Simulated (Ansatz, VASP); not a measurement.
Two plane-wave programs on Cd

```
Cd
1.0
     0.00000    2.06308    2.06308
     2.06308    0.00000    2.06308
     2.06308    2.06308    0.00000
Cd
1
Direct
  0.00000 0.00000 0.00000
```

Alike in both runs: task single point; functional LDA; k mesh 14 × 14 × 14; occupations fermi-dirac, width 0.1 eV; no spin polarisation.

```csv
,VASP,Ansatz
version,VASP 6.6.1,Ansatz 0.2.0
potentials or method,"VASP PAW LDA potentials, release 64 (Cd_sv_GW), cutoff 540 eV","plane waves (420 eV) with PAW, scalar-relativistic"
valence electrons in the cell,20,20
```

```csv
,VASP,Ansatz,Ansatz less VASP
pressure (GPa),10.5,12.8,+2.36
```

Ansatz warns that its potentials were made for another functional, while VASP's fit it. LDA's correlation is that of Perdew and Zunger in VASP and of Perdew and Wang (1992) in Ansatz.
